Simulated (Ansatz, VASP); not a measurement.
# Two plane-wave programs on SnTe

```
Te Sn
1.0
     0.00000    3.19231    3.19231
     3.19231    0.00000    3.19231
     3.19231    3.19231    0.00000
Te Sn
1 1
Direct
  0.50000 0.50000 0.50000
  0.00000 0.00000 0.00000
```

Alike in both runs: task single point; functional PBEsol; dispersion D4; k mesh 7 × 7 × 7; occupations fermi-dirac, width 0.05 eV; no spin polarisation.

|  | VASP | Ansatz |
| --- | --- | --- |
| version | VASP 6.6.1 | Ansatz 0.2.0 |
| potentials or method | VASP PAW PBE potentials, release 64 (Te, Sn_d) | Ansatz PAW |
| plane-wave cutoff (eV) | 520 | 420 |
| valence electrons in the cell | 20 | 30 |

```tsv
	VASP	Ansatz	Ansatz less VASP
pressure (GPa)	-3.1	-3.1	+0.02
```

VASP's potentials were made for PBE, not for PBEsol. VASP's potentials hold 20 valence electrons a cell and Ansatz's 30, so a difference there can come from the potentials and not from the codes.

Neither program's run includes spin-orbit coupling.
